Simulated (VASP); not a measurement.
Runs of VASP 6.6.1 on ZnMo3. The structure is that of space group Pm-3m (No. 221), or close to it. The cells are those of the table. 

```tsv
cell	gap on the mesh (eV)	pressure (GPa)
a = 3.842 Å, 4 atoms	none	18.6
a = 3.876 Å, 4 atoms	none	11.2
a = 4.070 Å, 4 atoms	none	(c)
a = 3.807 Å, 4 atoms	none	27.1
a = 3.943 Å, 4 atoms	none	(a)
a = 3.976 Å, 4 atoms	none	(b)
a = 4.008 Å, 4 atoms	none	-10.2
a = 3.910 Å, 4 atoms	none	4.7
a = 4.039 Å, 4 atoms	none	-13.9
```

Alike in all rows: task single point; level PBE; potentials or basis VASP PAW PBE potentials, release 64 (Zn, Mo_sv); no spin polarisation; k mesh 6 × 6 × 6; cutoff (eV) 520; smearing fermi-dirac 0.1 eV.

**Question.** Fill in the values left out.

**Answer.** (a) -0.9; (b) -5.9; (c) -17.2.

A k mesh can miss the band edges, and the runs leave out spin-orbit coupling on Mo.

A gap of «none» marks levels without a gap at the run's occupations.
